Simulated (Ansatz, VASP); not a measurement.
**One calculation of BeTe, two programs**

```
CELL_PARAMETERS angstrom
0.00000 2.82841 2.82841
2.82841 0.00000 2.82841
2.82841 2.82841 0.00000
ATOMIC_POSITIONS crystal
Be 0.00000 0.00000 0.00000
Te 0.75000 0.75000 0.75000
```

Alike in both runs: functional r2SCAN; k mesh 10 × 10 × 10; occupations fermi-dirac, width 0.1 eV; no spin polarisation.

Ansatz relaxed the structure, and its values are those at the end. VASP's run is a single point on that final structure, the one shown.

```csv
,VASP,Ansatz
version,VASP 6.6.1,Ansatz 0.2.0
potentials or method,"VASP PAW PBE potentials, release 64 (Be, Te)","PAW with Ansatz's default frozen-core files, scalar-relativistic"
plane-wave cutoff (eV),520,500
valence electrons in the cell,8,18
```

Ansatz gave:

- pressure (GPa): 0.0

Problem. What did VASP give for the same quantities?

Solution. Pressure (GPa): 0.2.

VASP's potentials were made for PBE, not for r2SCAN. VASP's potentials hold 8 valence electrons a cell and Ansatz's 18, so a difference there can come from the potentials and not from the codes.

Spin-orbit coupling is off throughout.
